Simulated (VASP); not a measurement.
# Ta2As3: single point with PBE

Ta2As3:

```
Ta As
1.0
     4.11125    0.00000    0.00000
    -2.05562    3.56044    0.00000
     0.00000    0.00000    6.39643
Ta As
2 3
Direct
  0.33333 0.66667 0.24500
  0.66667 0.33333 0.75500
  0.00000 0.00000 0.00000
  0.33333 0.66667 0.64500
  0.66667 0.33333 0.35500
```

```json
{
 "Program": "VASP 6.6.1",
 "Task": "single point",
 "Functional": "PBE",
 "Potentials or basis": "VASP PAW PBE potentials, release 64 (Ta_pv, As)",
 "Cutoff": "520 eV",
 "k mesh": "6 × 6 × 4",
 "Occupations": "gaussian, width 0.1 eV",
 "Spin": "no spin polarisation"
}
```

| Quantity | Value |
| --- | --- |
| Pressure | 15.4 GPa |
| Largest force | 2.085 eV/Å |

Forces in eV/Å, atoms in the order of the input:
```
Ta   0.000  0.000 -2.085
Ta   0.000  0.000  2.085
As   0.000  0.000  0.000
As   0.000  0.000 -0.287
As   0.000  0.000  0.287
```

Stress tensor (GPa, compression positive):
```
16.17  0.00  0.00
 0.00 16.17  0.00
 0.00  0.00 13.84
```

Levels at points of the mesh, in eV from the Fermi level:
| k point | band 15 | band 16 | band 17 | band 18 | band 19 | band 20 | band 21 | band 22 | band 23 | band 24 |
| --- | --- | --- | --- | --- | --- | --- | --- | --- | --- | --- |
| (0.00, 0.00, 0.00) | -3.13 | -0.84 | -0.84 | -0.68 | -0.68 | 0.32 | 0.62 | 1.85 | 1.85 | 2.68 |
| (0.50, 0.00, 0.00) | -3.03 | -1.51 | -1.40 | -0.91 | -0.67 | 0.31 | 1.03 | 1.12 | 1.25 | 1.97 |
| (0.00, 0.00, 0.50) | -1.49 | -0.75 | -0.75 | -0.61 | -0.21 | -0.21 | 0.32 | 0.32 | 1.76 | 3.70 |
| (0.50, 0.00, 0.50) | -3.01 | -1.73 | -1.43 | -0.82 | 0.28 | 0.34 | 0.59 | 1.06 | 2.03 | 2.12 |

It took 44 s on 1 thread of Intel(R) Xeon(R) Platinum 8375C CPU @ 2.90GHz (Ice Lake), on a shared host, peak memory 0.23 GiB.

Caveat: spin-orbit coupling is left out, which moves the levels of the heavy elements; forces of over 1 eV/Å act on the atoms, so gaps and moduli don't describe the material at rest.
